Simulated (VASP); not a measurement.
# KBr (P1) in VASP: notebook, part 2 of 2

VASP 6.6.1. The steps go on from the part before.

### Step 4. Relaxation of cell and atoms, PBE

Contents of INCAR:

```
SYSTEM = KBr
PREC = Accurate
ENCUT = 600
EDIFF = 1E-7
ISMEAR = 0
SIGMA = 0.05
LREAL = .FALSE.
LASPH = .TRUE.
NELM = 100
ALGO = Normal
ISIF = 3
LWAVE = .FALSE.
LCHARG = .FALSE.
GGA = PE
IBRION = 2
NSW = 100
EDIFFG = -0.01
```

Contents of KPOINTS:

```
regular mesh
0
G
  6 6 6
  0 0 0
```

Contents of POSCAR:

```
KBr
1.0
    0.0203968714      3.3351370075      3.2981825641
    3.3644420903     -0.0034694210      3.3220488565
    3.3874002553      3.3819614648     -0.0264275860
K Br
1 1
Direct
    0.0017670191     -0.0000459585     -0.0018190912
    0.4982329809      0.5000459585      0.5018190912
```

Potentials or basis: VASP PAW PBE potentials, release 64 (K_sv, Br).

Command:

```bash
> cat potpaw_PBE.64/K_sv/POTCAR potpaw_PBE.64/Br/POTCAR > POTCAR
> mpirun -np 1 vasp_std > vasp.out
```

OUTCAR:

```text
SYSTEM = KBr
   PREC = Accurate
   ENCUT = 600
   EDIFF = 1E-7
   ISMEAR = 0
   LREAL = .FALSE.
   LASPH = .TRUE.
   NELM = 100
   ISIF = 3
   GGA = PE
   IBRION = 2
   NSW = 100
   EDIFFG = -0.01

 ion  position               nearest neighbor table
   1  0.002  1.000  0.998-
   2  0.498  0.500  0.502-

  LATTYP: Found a triclinic cell.
 ALAT       =     8.1712246273
 B/A-ratio  =     0.5782988899
 C/A-ratio  =     0.5858040005
 COS(alpha) =     0.0015893784
 COS(beta)  =     0.2988114065
 COS(gamma) =     0.8637963090

  Lattice vectors:

 A1 = (  -6.7110486028,   3.2917819712,   3.3007438577)
 A2 = (  -3.3440452189,   3.3386064285,  -0.0238662924)
 A3 = (  -3.3874002553,  -3.3819614648,   0.0264275860)

Analysis of symmetry for initial positions (statically):
=====================================================================
 Subroutine PRICEL returns:
 Original cell was already a primitive cell.

 Routine SETGRP: Setting up the symmetry group for a
 triclinic supercell.

 Subroutine GETGRP returns: Found  1 space group operations
 (whereof  1 operations were pure point group operations)
 out of a pool of  2 trial point group operations.

The static configuration has the point symmetry C_1 .

Analysis of symmetry for dynamics (positions and initial velocities):
=====================================================================
 Subroutine PRICEL returns:
 Original cell was already a primitive cell.

 Routine SETGRP: Setting up the symmetry group for a
 triclinic supercell.

 Subroutine GETGRP returns: Found  1 space group operations
 (whereof  1 operations were pure point group operations)
 out of a pool of  2 trial point group operations.

The dynamic configuration has the point symmetry C_1 .

 Subroutine INISYM returns: Found  1 space group operations
 (whereof  1 operations are pure point group operations),
 and found     1 'primitive' translations

----------------------------------------------------------------------------------------

                                     Primitive cell

  volume of cell :      75.1649

  direct lattice vectors                    reciprocal lattice vectors
     0.020396871  3.335137008  3.298182564    -0.149470711  0.150895228  0.151535721
     3.364442090 -0.003469421  3.322048856     0.149570710 -0.148643915  0.149384407
     3.387400255  3.381961465 -0.026427586     0.147554675  0.146727879 -0.149284408

  length of vectors
     4.690582386  4.728159390  4.786736075     0.260909828  0.258422352  0.256100150

  position of ions in fractional coordinates (direct lattice)
     0.001767019  0.999954041  0.998180909
     0.498232981  0.500045959  0.501819091

  ion indices of the primitive-cell ions
   primitive index   ion index
                 1           1
                 2           2

----------------------------------------------------------------------------------------

 KPOINTS: regular mesh

[... 55 lines left out ...]
   NGX,Y,Z   is equivalent  to a cutoff of  14.18, 14.06, 13.89 a.u.
   NGXF,Y,Z  is equivalent  to a cutoff of  28.35, 28.13, 27.78 a.u.
 SYSTEM =  KBr
   PREC   = accura    normal or accurate (medium, high low for compatibility)
   ISTART =      0    job   : 0-new  1-cont  2-samecut
   ICHARG =      2    charge: 1-file 2-atom 10-const
   ISPIN  =      1    spin polarized calculation?
   LNONCOLLINEAR =      F non collinear calculations
   LSORBIT =      F    spin-orbit coupling
   LASPH  =      T    aspherical Exc in radial PAW
   ENCUT  =  600.0 eV  44.10 Ry    6.64 a.u.   9.37  9.44  9.56*2*pi/ulx,y,z
   NELM   =    100;   NELMIN=  2; NELMDL= -5     # of ELM steps
   EDIFF  = 0.1E-06   stopping-criterion for ELM
   LREAL  =      F    real-space projection
   EDIFFG = -.1E-01   stopping-criterion for IOM
   NSW    =    100    number of steps for IOM
   IBRION =      2    ionic relax: 0-MD 1-quasi-New 2-CG
   NFREE  =      1    steps in history (QN), initial steepest desc. (CG)
   ISIF   =      3    stress and relaxation
   ISYM   =      2    0-nonsym 1-usesym 2-fastsym
   POTIM  = 0.5000    time-step for ionic-motion
   TEBEG  =    0.0;   TEEND  =   0.0 temperature during run
   PSTRESS=    0.0 pullay stress
   NELECT =      16.0000    total number of electrons
   NUPDOWN=      -1.0000    fix difference up-down
   EMIN   =  10.00;   EMAX   =-10.00  energy-range for DOS
   EFERMI =   0.00;   METHOD = LEGACY
   ISMEAR =     0;   SIGMA  =   0.05  broadening in eV -4-tet -1-fermi 0-gaus
   EFERMI_NEDOS =   21; number of points for ismear=-14 and -15
   IALGO  =     38    algorithm
   IMIX   =      4    mixing-type and parameters
     AMIX     =   0.40;   BMIX     =  1.00
     AMIX_MAG =   1.60;   BMIX_MAG =  1.00
  volume/ion in A,a.u.               =      37.58       253.62
  Fermi-wavevector in a.u.,A,eV,Ry     =   0.977484  1.847178 13.000036  0.955476
  Thomas-Fermi vector in A             =   2.108185
   LORBIT       =      0    0 simple, 1 ext, 2 COOP (PROOUT), +10 PAW based schemes
   GGA     = PE    functional components
   LHFCALC =     F    Hartree Fock is set to
   AEXX    =    0.0000 exact exchange contribution
   IVDW    =     0    specifies the selected vdW correction
   LEPSILON=     F    determine dielectric tensor
   LRPA    =     F    only Hartree local field effects (RPA)
 conjugate gradient relaxation of ions
 non-spin polarized calculation
 Gauss-broadening in eV      SIGMA  =   0.05
  energy-cutoff  :      600.00
  volume of cell :       75.16
 maximum number of plane-waves:      2536
 NGX is ok and might be reduce to    40
   NGX = 19   NGY = 19   NGZ = 19

--------------------------------------- Ionic step        1  -------------------------------------------

 number of electron      15.9999999 magnetization

 Free energy of the ion-electron system (eV)
  ---------------------------------------------------
  ext. energy  EPLUGINS =         0.00000000
  ---------------------------------------------------
  free energy    TOTEN  =        -6.22240780 eV

  energy without entropy =       -6.22240780  energy(sigma->0) =       -6.22240780

------------------------ aborting loop because EDIFF is reached ----------------------------------------

  FORCE on cell =-STRESS in cart. coord.  units (eV):
  Direction    XX          YY          ZZ          XY          YZ          ZX
  --------------------------------------------------------------------------------------
  -------------------------------------------------------------------------------------
  Total       -0.0206402     -0.0023530      0.1372071     -0.0311588      0.0368560      0.0034037
  in kB       -0.4399571     -0.0501543      2.9246391     -0.6641658      0.7856044      0.0725514
  external PRESSURE =       0.8115092 kB  Pullay stress =       0.0000000 kB
[... 167 lines left out ...]
--------------------------------------- Ionic step        6  -------------------------------------------

 number of electron      15.9999999 magnetization

 Free energy of the ion-electron system (eV)
  ---------------------------------------------------
  ext. energy  EPLUGINS =         0.00000000
  ---------------------------------------------------
  free energy    TOTEN  =        -6.22364404 eV

  energy without entropy =       -6.22364404  energy(sigma->0) =       -6.22364404

 E-fermi :  -1.6765     XC(G=0):  -7.1763

 val. band max:       -1.9226700622   @ k =   0.0000   0.0000   0.0000
 cond. band min:       2.3774270424   @ k =   0.0000   0.0000   0.0000
 fundamental gap:      4.3000971046
 Fermi energy:        -1.6765236592

 k-point     1 :       0.0000    0.0000    0.0000
  band No.  band energies     occupation
      1     -29.8174      2.00000
      2     -14.1635      2.00000
      3     -13.2916      2.00000
      4     -13.2913      2.00000
      5     -13.2909      2.00000
      6      -1.9335      2.00000
      7      -1.9283      2.00000
      8      -1.9227      2.00000
      9       2.3774      0.00000
     10       5.6408      0.00000
     11       5.6598      0.00000
     12       5.6817      0.00000
[... 331 lines left out ...]
 k-point    24 :       0.5000   -0.0000    0.1667
  band No.  band energies     occupation
      1     -29.8128      2.00000
      2     -14.2778      2.00000
      3     -13.3092      2.00000
      4     -13.3026      2.00000
      5     -13.1218      2.00000
      6      -2.8717      2.00000
      7      -2.3086      2.00000
      8      -2.2192      2.00000
      9       4.7449      0.00000
     10       5.7406      0.00000
     11       7.1222      0.00000
     12       7.4913      0.00000

 [... further k-points ...]

------------------------ aborting loop because EDIFF is reached ----------------------------------------

  FORCE on cell =-STRESS in cart. coord.  units (eV):
  Direction    XX          YY          ZZ          XY          YZ          ZX
  --------------------------------------------------------------------------------------
  -------------------------------------------------------------------------------------
  Total        0.0168275      0.0141177     -0.0084367     -0.0080460      0.0092678     -0.0002158
  in kB        0.3571144      0.2996070     -0.1790453     -0.1707519      0.1966828     -0.0045804
  external PRESSURE =       0.1592254 kB  Pullay stress =       0.0000000 kB
[... 17 lines left out ...]
  FREE ENERGIE OF THE ION-ELECTRON SYSTEM (eV)
  ---------------------------------------------------
  free  energy   TOTEN  =        -6.2236440357 eV

  energy  without entropy=       -6.2236440357  energy(sigma->0) =       -6.22364404

 reached required accuracy - stopping structural energy minimisation
```

OSZICAR:

```text
N       E                     dE             d eps       ncg     rms          rms(c)
DAV:   1     0.110816670814E+03    0.11082E+03   -0.75244E+03  2688   0.130E+03
DAV:   2     0.101616652920E+01   -0.10980E+03   -0.10236E+03  3260   0.277E+02
DAV:   3    -0.611023124706E+01   -0.71264E+01   -0.70910E+01  3456   0.657E+01
[... 55 lines left out ...]
DAV:   4    -0.622363835249E+01   -0.63282E-05   -0.74530E-05  4216   0.548E-02    0.254E-02
DAV:   5    -0.622364267524E+01   -0.43227E-05   -0.11968E-05  5188   0.247E-02    0.556E-03
DAV:   6    -0.622364371518E+01   -0.10399E-05   -0.64419E-07  3448   0.824E-03    0.173E-03
DAV:   7    -0.622364399339E+01   -0.27820E-06   -0.52257E-08  2472   0.229E-03    0.459E-04
DAV:   8    -0.622364403571E+01   -0.42322E-07   -0.15689E-08  2192   0.132E-03
   6 F= -.62236440E+01 E0= -.62236440E+01  d E =-.207799E-03
```

CONTCAR:

```text
KBr
   1.00000000000000
     0.0058105079792766    3.3462654576088955    3.3523720563144899
     3.3521831585273789   -0.0007893936756215    3.3591947974810776
     3.3575428755447576    3.3582790854039763   -0.0063797692286245
  K               Br
     1     1
Direct
     0.0006668182211432    0.9999203197284778    0.9993293879409413
     0.4993331817788568    0.5000796802715222    0.5006706120590587

  0.00000000E+00  0.00000000E+00  0.00000000E+00
  0.00000000E+00  0.00000000E+00  0.00000000E+00
```

It took 8.3 min on 1 thread of Oxide Virtual Turin-like, shared host; peak memory 0.3 GiB.

Results:

```yaml
Free_energy: -6.2236 eV
Relaxed_volume: 37.75 Å³/atom
Relaxed_cell: a = 4.737 Å, b = 4.746 Å, c = 4.749 Å, α = 60.11°, β = 60.03°, γ = 59.89°
Space_group_after_relaxing_to_0.1_Å: Fm-3m (No. 225)
Energy_gained_by_relaxing: 0.6 meV/atom
Ionic_steps: 6
Pressure_after_relaxing: 0.0 GPa
Largest_force_after_relaxing: 0.006 eV/Å
Band_gap_on_the_k_mesh: 4.30 eV
```

Forces in eV/Å, atoms in the order of the input:
```
K    0.005  0.000 -0.004
Br  -0.005  0.000  0.004
```

The path:
```tsv
step	energy change (eV)	largest force (eV/Å)	pressure (GPa)	volume (Å³)
1	0.0000	0.0175	0.08	75.16
2	-0.0005	0.0153	0.04	75.37
3	-0.0010	0.0099	-0.07	75.97
4	-0.0010	0.0107	-0.05	75.88
5	-0.0011	0.0089	-0.03	75.73
6	-0.0012	0.0062	0.02	75.50
```

Final structure:
```xyz
2
Lattice="0.0058 3.3463 3.3524 3.3522 -0.0008 3.3592 3.3575 3.3583 -0.0064" Properties=species:S:1:pos:R:3 pbc="T T T"
K     6.7072    3.3575    3.3548
Br    3.3603    3.3519    3.3506
```

Levels at points of the mesh, in eV from the valence-band top:
```tsv
k point	band 6	band 7	band 8	band 9	band 10	band 11
(0.00, 0.00, 0.00)	-0.01	-0.01	0.00	4.30	7.56	7.58
(0.50, 0.00, 0.00)	-1.09	-0.31	-0.30	6.48	8.05	9.62
(0.00, 0.50, 0.00)	-1.09	-0.30	-0.30	6.48	8.04	9.61
(0.50, 0.50, 0.00)	-0.77	-0.28	-0.27	5.91	7.01	9.23
(0.00, 0.00, 0.50)	-1.09	-0.30	-0.29	6.48	8.03	9.61
(0.50, 0.00, 0.50)	-0.77	-0.28	-0.27	5.91	7.01	9.24
(0.00, 0.50, 0.50)	-0.77	-0.28	-0.27	5.91	7.01	9.24
(0.50, 0.50, 0.50)	-1.09	-0.30	-0.30	6.48	8.04	9.61
```

PBE usually gives volumes a little too large and moduli too small. Zero-point motion and thermal expansion aren't in these numbers.

### Step 5. The runs side by side

```csv
task,cell,cutoff (eV),gap on the mesh (eV),pressure (GPa),largest force (eV/Å)
single point,"a = 4.691, b = 4.728, c = 4.787 Å, angles 60.1, 59.9, 60.2°, 2 atoms, atomic positions A",520,4.29,0.1,0.02
single point,"a = 4.740, b = 4.743, c = 4.744 Å, angles 60.0°, 2 atoms, atomic positions B",520,4.31,0.0,-
relaxation of cell and atoms,"relaxed from a = 4.691, b = 4.728, c = 4.787 Å, angles 60.1, 59.9, 60.2°, 2 atoms, atomic positions A",600,4.30,0.0,0.01
```

Alike in all rows: level PBE; potentials or basis VASP PAW PBE potentials, release 64 (K_sv, Br); no spin polarisation; k mesh 6 × 6 × 6; smearing gaussian 0.05 eV.

Absolute energies hang on the potentials; compare differences alone.
